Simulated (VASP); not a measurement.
Here is a VASP 6.6.1 calculation.

File INCAR:

```
ALGO     = Normal         # electronic algorithm
EDIFF    = 1E-6           # SCF threshold, eV
ENCUT    = 500            # plane-wave cutoff, eV
GGA      = PE             # functional
GGA_COMPAT= F            
ISIF     = 2              # what is computed and relaxed
ISMEAR   = 1              # smearing method
LASPH    = T              # aspherical terms in the spheres
LCHARG   = F              # write CHGCAR
LREAL    = F              # projectors in reciprocal space
LWAVE    = F              # write WAVECAR
NBANDS   = 17             # bands
NELM     = 120            # most SCF steps
PREC     = Accurate       # precision mode
SIGMA    = 0.2            # smearing width, eV
```

The input KPOINTS:

```
k-points
0
Gamma
  4 4 4
```

The input POSCAR:

```
PbSe
1.0
    0.0000000000      3.4232041310      3.4232041310
    3.4232041310      0.0000000000      3.4232041310
    3.4232041310      3.4232041310      0.0000000000
Pb Se
1 1
Direct
    0.0000000000      0.0000000000      0.0000000000
    0.2500000000      0.2500000000      0.2500000000
```

Potentials or basis: VASP PAW PBE potentials, release 64 (Pb_d, Se).

Run with:

```console
$ cat potpaw_PBE.64/Pb_d/POTCAR potpaw_PBE.64/Se/POTCAR > POTCAR
$ mpirun -np 1 vasp_std > vasp.out
```

Q: Predict the pressure.

A: 0.7 GPa.

Q: What does it give for the band gap on the k mesh?

A: 0.62 eV, indirect (least direct gap 1.15 eV).

Caveat: spin-orbit coupling is left out, which moves the levels of the heavy elements. A k mesh can miss the band edges.
